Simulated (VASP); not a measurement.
# Al2O3 (P-3m1) in VASP: a series of runs

The runs below take Al2O3 through single point, with PBEsol+D3(BJ), BLYP+D3(BJ), PBEsol.

Everything below comes from runs of VASP 6.6.1. Logs are shortened: lines on timing, memory, paths and dates and some standing lists are left out, and cuts for length are marked.

## 1. The cell of the first run

Symmetry: P-3m1, No. 164, trigonal system. Conventional cell: a = 2.975 Å, b = 2.975 Å, c = 7.315 Å, α = 90.00°, β = 90.00°, γ = 120.00°. Al (site symmetry 3m) has 4 O at 1.67 to 1.82 Å within 2.2 Å. O (site symmetry 3m) has 3 Al at 1.82 Å within 2.4 Å. Within 2.2 Å of O (site symmetry -3m) lie 2 Al at 1.67 Å.

## 2. Single point, PBEsol+D3(BJ)

INCAR

```
ALGO = Normal
EDIFF = 1E-6
ENCUT = 520
GGA = PS
ISIF = 2
ISMEAR = 0
IVDW = 12
LASPH = T
LCHARG = T
LELF = T
LREAL = F
LVHAR = T
LWAVE = F
NBANDS = 20
NELM = 60
PREC = Accurate
SIGMA = 0.01
```

KPOINTS

```
k-points
0
Gamma
  12 12 4
```

POSCAR

```
Al2O3
1.0
    2.9754375387      0.0000000000      0.0000000000
   -1.4877187694      2.5768044959      0.0000000000
    0.0000000000      0.0000000000      7.3151557353
Al O
2 3
Direct
    0.0000000000      0.0000000000      0.2719564216
    0.0000000000      0.0000000000      0.7280435784
    0.3333333333      0.6666666667      0.1905855698
    0.6666666667      0.3333333333      0.8094144302
    0.0000000000      0.0000000000      0.5000000000
```

Potentials or basis: VASP PAW PBE potentials, release 64 (Al, O).

Started as:

```bash
$ cat potpaw_PBE.64/Al/POTCAR potpaw_PBE.64/O/POTCAR > POTCAR
$ mpirun -np 1 vasp_std > vasp.out
```

OUTCAR:

```text
EDIFF = 1E-6
   ENCUT = 520
   GGA = PS
   ISIF = 2
   ISMEAR = 0
   IVDW = 12
   LASPH = T
   LREAL = F
   NELM = 60
   PREC = Accurate
 IVDW          = 12

 ion  position               nearest neighbor table
   1  0.000  0.000  0.272-   5 1.67   3 1.82   3 1.82   3 1.82   2 3.34
   2  0.000  0.000  0.728-   5 1.67   4 1.82   4 1.82   4 1.82   1 3.34
   3  0.333  0.667  0.191-   1 1.82   1 1.82   1 1.82
   4  0.667  0.333  0.809-   2 1.82   2 1.82   2 1.82
   5  0.000  0.000  0.500-   1 1.67   2 1.67

  LATTYP: Found a hexagonal cell.
 ALAT       =     2.9754375387
 C/A-ratio  =     2.4585142992

  Lattice vectors:

 A1 = (   2.9754375387,   0.0000000000,   0.0000000000)
 A2 = (  -1.4877187694,   2.5768044959,   0.0000000000)
 A3 = (   0.0000000000,   0.0000000000,   7.3151557353)

Analysis of symmetry for initial positions (statically):
=====================================================================
 Subroutine PRICEL returns:
 Original cell was already a primitive cell.

 Routine SETGRP: Setting up the symmetry group for a
 hexagonal supercell.

 Subroutine GETGRP returns: Found 12 space group operations
 (whereof 12 operations were pure point group operations)
 out of a pool of 24 trial point group operations.

The static configuration has the point symmetry D_3d.

Analysis of symmetry for dynamics (positions and initial velocities):
=====================================================================
 Subroutine PRICEL returns:
 Original cell was already a primitive cell.

 Routine SETGRP: Setting up the symmetry group for a
 hexagonal supercell.

 Subroutine GETGRP returns: Found 12 space group operations
 (whereof 12 operations were pure point group operations)
 out of a pool of 24 trial point group operations.

The dynamic configuration has the point symmetry D_3d.

 Subroutine INISYM returns: Found 12 space group operations
 (whereof 12 operations are pure point group operations),
 and found     1 'primitive' translations

----------------------------------------------------------------------------------------

                                     Primitive cell

  volume of cell :      56.0862

  direct lattice vectors                    reciprocal lattice vectors
     2.975437539  0.000000000  0.000000000     0.336085025  0.194038780  0.000000000
    -1.487718769  2.576804496  0.000000000     0.000000000  0.388077559  0.000000000
     0.000000000  0.000000000  7.315155735     0.000000000  0.000000000  0.136702489

  length of vectors
     2.975437539  2.975437539  7.315155735     0.388077559  0.388077559  0.136702489

  position of ions in fractional coordinates (direct lattice)
     0.000000000  0.000000000  0.271956422
     0.000000000  0.000000000  0.728043578
     0.333333333  0.666666667  0.190585570
     0.666666667  0.333333333  0.809414430
     0.000000000  0.000000000  0.500000000

  ion indices of the primitive-cell ions
   primitive index   ion index
                 1           1
                 2           2
                 3           3
                 4           4
                 5           5

----------------------------------------------------------------------------------------

 KPOINTS: k-points

Automatic generation of k-mesh.
 Grid dimensions read from file:
 generate k-points for:   12   12    4

 Generating k-lattice:

  Cartesian coordinates                     Fractional coordinates (reciprocal lattice)
     0.028007085  0.016169898  0.000000000     0.083333333 -0.000000000  0.000000000
     0.000000000  0.032339797  0.000000000     0.000000000  0.083333333  0.000000000
     0.000000000  0.000000000  0.034175622     0.000000000  0.000000000  0.250000000

  Length of vectors
     0.032339797  0.032339797  0.034175622

  Shift w.r.t. Gamma in fractional coordinates (k-lattice)
     0.000000000  0.000000000  0.000000000

 Subroutine IBZKPT returns following result:
 ===========================================

 Found     69 irreducible k-points:

 Following reciprocal coordinates:
            Coordinates               Weight
  0.000000  0.000000  0.000000      1.000000
  0.083333 -0.000000  0.000000      6.000000
  0.166667 -0.000000  0.000000      6.000000
  0.250000 -0.000000  0.000000      6.000000
  0.333333 -0.000000  0.000000      6.000000
  0.416667 -0.000000  0.000000      6.000000
[... 16 lines left out ...]
  0.166667 -0.000000  0.250000      6.000000
  0.000000  0.166667  0.250000      6.000000
 [... further k-points ...]
   k-points           NKPTS =     69   k-points in BZ     NKDIM =     69   number of bands    NBANDS=     20
   number of dos      NEDOS =    301   number of ions     NIONS =      5
   total plane-waves  NPLWV =  31104
   dimension x,y,z NGX =    24 NGY =   24 NGZ =   54
   dimension x,y,z NGXF=    48 NGYF=   48 NGZF=  108
   ions per type =               2   3
   NGX,Y,Z   is equivalent  to a cutoff of  13.41, 13.41, 12.27 a.u.
   NGXF,Y,Z  is equivalent  to a cutoff of  26.82, 26.82, 24.54 a.u.
 SYSTEM =  unknown system
   PREC   = accura    normal or accurate (medium, high low for compatibility)
   ISTART =      0    job   : 0-new  1-cont  2-samecut
   ICHARG =      2    charge: 1-file 2-atom 10-const
   ISPIN  =      1    spin polarized calculation?
   LNONCOLLINEAR =      F non collinear calculations
   LSORBIT =      F    spin-orbit coupling
   LASPH  =      T    aspherical Exc in radial PAW
   ENCUT  =  520.0 eV  38.22 Ry    6.18 a.u.   5.53  5.53 13.60*2*pi/ulx,y,z
   NELM   =     60;   NELMIN=  2; NELMDL= -5     # of ELM steps
   EDIFF  = 0.1E-05   stopping-criterion for ELM
   LREAL  =      F    real-space projection
[... 7 lines left out ...]
   TEBEG  =    0.0;   TEEND  =   0.0 temperature during run
   PSTRESS=    0.0 pullay stress
   NELECT =      24.0000    total number of electrons
   NUPDOWN=      -1.0000    fix difference up-down
   EMIN   =  10.00;   EMAX   =-10.00  energy-range for DOS
   EFERMI =   0.00;   METHOD = LEGACY
   ISMEAR =     0;   SIGMA  =   0.01  broadening in eV -4-tet -1-fermi 0-gaus
   EFERMI_NEDOS =   21; number of points for ismear=-14 and -15
   IALGO  =     38    algorithm
   IMIX   =      4    mixing-type and parameters
     AMIX     =   0.40;   BMIX     =  1.00
     AMIX_MAG =   1.60;   BMIX_MAG =  1.00
  volume/ion in A,a.u.               =      11.22        75.70
  Fermi-wavevector in a.u.,A,eV,Ry     =   1.233654  2.331268 20.706728  1.521902
  Thomas-Fermi vector in A             =   2.368375
   LORBIT       =      0    0 simple, 1 ext, 2 COOP (PROOUT), +10 PAW based schemes
   GGA     = PS    functional components
   LHFCALC =     F    Hartree Fock is set to
   AEXX    =    0.0000 exact exchange contribution
   IVDW    =    12    specifies the selected vdW correction
   LEPSILON=     F    determine dielectric tensor
   LRPA    =     F    only Hartree local field effects (RPA)
 non-spin polarized calculation
 Gauss-broadening in eV      SIGMA  =   0.01
  energy-cutoff  :      520.00
  volume of cell :       56.09
 maximum number of plane-waves:      1547
 NGX is ok and might be reduce to    24
   NGX = 11   NGY = 11   NGZ = 27

 number of electron      24.0000007 magnetization

 Free energy of the ion-electron system (eV)
  ---------------------------------------------------
  ext. energy  EPLUGINS =         0.00000000
  ---------------------------------------------------
  free energy    TOTEN  =       -37.72222203 eV

  energy without entropy =      -37.72222203  energy(sigma->0) =      -37.72222203

 E-fermi :   4.3934     XC(G=0): -10.2928

 val. band max:        4.3373624302   @ k =   0.0000   0.0000   0.0000
 cond. band min:       6.7443368404   @ k =   0.0000   0.0000   0.0000
 fundamental gap:      2.4069744103
 Fermi energy:         4.3933609020

 k-point     1 :       0.0000    0.0000    0.0000
  band No.  band energies     occupation
      1     -15.4753      2.00000
      2     -15.2108      2.00000
      3     -12.5864      2.00000
      4      -1.6591      2.00000
      5      -0.5047      2.00000
      6       0.5140      2.00000
[... 12 lines left out ...]
     19      16.6519      0.00000
     20      16.9319      0.00000

 k-point     2 :       0.0833   -0.0000    0.0000
  band No.  band energies     occupation
      1     -15.4163      2.00000
      2     -15.1598      2.00000
      3     -12.5541      2.00000
      4      -1.6347      2.00000
      5      -0.4733      2.00000
      6       0.2423      2.00000
[... 12 lines left out ...]
     19      16.6574      0.00000
     20      16.8130      0.00000

 k-point     3 :       0.1667   -0.0000    0.0000
  band No.  band energies     occupation
      1     -15.2488      2.00000
      2     -15.0161      2.00000
      3     -12.4645      2.00000
      4      -1.6494      2.00000
      5      -0.6400      2.00000
      6      -0.2272      2.00000
[... 12 lines left out ...]
     19      16.5544      0.00000
     20      17.2113      0.00000

 k-point     4 :       0.2500   -0.0000    0.0000
  band No.  band energies     occupation
      1     -15.0045      2.00000
      2     -14.8115      2.00000
      3     -12.3409      2.00000
      4      -1.9737      2.00000
      5      -1.4458      2.00000
      6      -0.4045      2.00000
[... 12 lines left out ...]
     19      16.7685      0.00000
     20      17.5823      0.00000

 k-point     5 :       0.3333   -0.0000    0.0000
  band No.  band energies     occupation
      1     -14.7372      2.00000
      2     -14.5978      2.00000
      3     -12.2172      2.00000
      4      -2.5324      2.00000
      5      -2.2171      2.00000
      6      -0.2933      2.00000
[... 12 lines left out ...]
     19      16.1077      0.00000
     20      17.7613      0.00000

 k-point     6 :       0.4167   -0.0000    0.0000
  band No.  band energies     occupation
      1     -14.5179      2.00000
      2     -14.4400      2.00000
      3     -12.1276      2.00000
      4      -2.9767      2.00000
      5      -2.7526      2.00000
      6      -0.2189      2.00000
[... 12 lines left out ...]
     19      15.4740      0.00000
     20      17.8474      0.00000

 k-point     7 :       0.5000   -0.0000    0.0000
  band No.  band energies     occupation
      1     -14.4242      2.00000
      2     -14.3897      2.00000
      3     -12.0953      2.00000
      4      -3.1394      2.00000
      5      -2.9452      2.00000
      6      -0.2127      2.00000
[... 12 lines left out ...]
     19      15.5293      0.00000
     20      17.6112      0.00000
[... 277 lines left out ...]
 k-point    20 :       0.0000    0.0000    0.2500
  band No.  band energies     occupation
      1     -15.4403      2.00000
      2     -15.2525      2.00000
      3     -12.5770      2.00000
      4      -1.8660      2.00000
      5      -0.0493      2.00000
      6       0.5114      2.00000
[... 12 lines left out ...]
     19      16.6373      0.00000
     20      17.0789      0.00000

 k-point    21 :       0.0833   -0.0000    0.2500
  band No.  band energies     occupation
      1     -15.3822      2.00000
      2     -15.1995      2.00000
      3     -12.5452      2.00000
      4      -1.8094      2.00000
      5      -0.1277      2.00000
      6       0.2093      2.00000
[... 12 lines left out ...]
     19      16.6931      0.00000
     20      16.9782      0.00000

 k-point    22 :       0.0000    0.0833    0.2500
  band No.  band energies     occupation
      1     -15.3820      2.00000
      2     -15.1998      2.00000
      3     -12.5451      2.00000
      4      -1.8113      2.00000
      5      -0.1541      2.00000
      6       0.2409      2.00000
[... 12 lines left out ...]
     19      16.7550      0.00000
     20      17.0512      0.00000

 k-point    23 :       0.1667   -0.0000    0.2500
  band No.  band energies     occupation
      1     -15.2187      2.00000
      2     -15.0509      2.00000
      3     -12.4578      2.00000
      4      -1.7047      2.00000
      5      -0.6223      2.00000
      6      -0.4421      2.00000
[... 12 lines left out ...]
     19      16.9408      0.00000
     20      17.1275      0.00000

 k-point    24 :       0.0000    0.1667    0.2500
  band No.  band energies     occupation
      1     -15.2171      2.00000
      2     -15.0527      2.00000
      3     -12.4574      2.00000
      4      -1.7251      2.00000
      5      -0.6568      2.00000
      6      -0.4297      2.00000
[... 12 lines left out ...]
     19      17.2313      0.00000
     20      17.2414      0.00000

 [... further k-points ...]

------------------------ aborting loop because EDIFF is reached ----------------------------------------

 Edisp (eV)   -0.73606

 E8    (eV) :    -0.4440

  FORCE on cell =-STRESS in cart. coord.  units (eV):
  Direction    XX          YY          ZZ          XY          YZ          ZX
  --------------------------------------------------------------------------------------
  -------------------------------------------------------------------------------------
  Total       0.05142     0.05142     0.24622    -0.00000    -0.00000     0.00000
  in kB       1.46894     1.46894     7.03373    -0.00000    -0.00000     0.00000
  external pressure =        3.32 kB  Pullay stress =        0.00 kB

 VOLUME and BASIS-vectors are now :
 -----------------------------------------------------------------------------
  energy-cutoff  :      520.00
  volume of cell :       56.09
      direct lattice vectors                 reciprocal lattice vectors
     2.975437539  0.000000000  0.000000000     0.336085025  0.194038780  0.000000000
    -1.487718769  2.576804496  0.000000000     0.000000000  0.388077559  0.000000000
     0.000000000  0.000000000  7.315155735     0.000000000  0.000000000  0.136702489

 POSITION                                       TOTAL-FORCE (eV/Angst)
 -----------------------------------------------------------------------------------
      0.00000      0.00000      1.98940        -0.000000      0.000000     -0.092098
      0.00000      0.00000      5.32575         0.000000      0.000000      0.092098
     -0.00000      1.71787      1.39416         0.000000     -0.000000     -0.001362
      1.48772      0.85893      5.92099        -0.000000      0.000000      0.001362
      0.00000      0.00000      3.65758         0.000000     -0.000000      0.000000
 -----------------------------------------------------------------------------------
    total drift:                                0.000000     -0.000000     -0.000000

  FREE ENERGIE OF THE ION-ELECTRON SYSTEM (eV)
  ---------------------------------------------------
  free  energy   TOTEN  =       -38.4582856927 eV

  energy  without entropy=      -38.4582856927  energy(sigma->0) =      -38.45828569
```

It took 62 s on 1 thread of Intel Xeon 6975P-C, shared host; peak memory 0.22 GiB.

Results:

```
Free energy                : -38.4583 eV
Pressure                   : 0.3 GPa
Largest force              : 0.092 eV/Å
Band gap on the k mesh     : 2.41 eV, direct
Dispersion energy per atom : -0.147 eV
```

Forces on the atoms (eV/Å):
```
Al   0.000  0.000 -0.092
Al   0.000  0.000  0.092
O    0.000  0.000 -0.001
O    0.000  0.000  0.001
O    0.000  0.000  0.000
```

Stress tensor (GPa, compression positive):
```
0.15 0.00 0.00
0.00 0.15 0.00
0.00 0.00 0.70
```

Caveat: the PAW data sets were made with another functional, which shifts forces and pressure a little.

(Part 1 of 2 ends here.)
